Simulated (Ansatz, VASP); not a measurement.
# Zr: VASP beside Ansatz

INCAR

```
PREC = Accurate
ENCUT = 400
EDIFF = 1E-6
ISMEAR = 1
SIGMA = 0.1
LREAL = False
LASPH = True
NELM = 120
ALGO = Normal
ISIF = 2
LWAVE = False
LCHARG = False
LDIPOL = True
IDIPOL = 3
DIPOL = 0.5 0.5 0.387
GGA = PS
IVDW = 13
NBANDS = 32
GGA_COMPAT = False
NELMDL = -8
```

KPOINTS

```
Automatic mesh
0
Gamma
  18 18 1
```

File POSCAR:

```
Zr
1.0
    3.1854210977      0.0000000000      0.0000000000
   -1.5927105489      2.7586555924      0.0000000000
    0.0000000000      0.0000000000     27.7369138270
Zr
4
Direct
    0.6666666667      0.3333333333      0.2523712639
    0.3333333333      0.6666666667      0.3388995909
    0.6666666667      0.3333333333      0.4327595187
    0.3333333333      0.6666666667      0.5251120344
```

Input for Ansatz:

```yaml
crystal:
  lattice:
    - [3.1854210977, 0.0, 0.0]
    - [-1.5927105489, 2.7586555924, 0.0]
    - [0.0, 0.0, 27.736913827]
  atoms:
    - { symbol: Zr, position: [0.6666666667, 0.3333333333, 0.2523712639] }
    - { symbol: Zr, position: [0.3333333333, 0.6666666667, 0.3388995909] }
    - { symbol: Zr, position: [0.6666666667, 0.3333333333, 0.4327595187] }
    - { symbol: Zr, position: [0.3333333333, 0.6666666667, 0.5251120344] }
basis:
  ecutwfc: 420
kpoints:
  mp_grid: { grid: [18, 18, 1] }
hamiltonian:
  xc: pbesol
  dispersion: d4
  pseudopotentials: { kind: paw, azcp: { folder: soft_1 } }
scf:
  occupations: { method: methfessel_paxton, width: 0.1 }
  n_extra_bands: 8
  max_iter: 160
output:
  forces: true
  eigenvalues: true
efield:
  axis: 3
  dipole_correction: true
```

Alike in both runs: task single point; functional PBEsol; dispersion D4; k mesh 18 × 18 × 1; occupations methfessel-paxton of order 1, width 0.1 eV; no spin polarisation.

|  | VASP | Ansatz |
| --- | --- | --- |
| version | VASP 6.6.1 | Ansatz 0.2.0 |
| potentials or method | VASP PAW PBE potentials, release 64 (Zr_sv), cutoff 400 eV | scalar-relativistic, plane waves, PAW |
| valence electrons in the cell | 48 | 48 |

|  | VASP | Ansatz | Ansatz less VASP |
| --- | --- | --- | --- |
| gap on the k mesh at the Fermi level (eV) | none | none | - |
| rms of the force components (eV/Å) | 0.239 | 0.239 | +0.0004 |

VASP's potentials were made for PBE, not for PBEsol, and Ansatz warns of the same on its side. Atom by atom the forces differ by 0.002 eV/Å (rms over components). A gap of «none» marks a metal or a gap that the smearing closes.
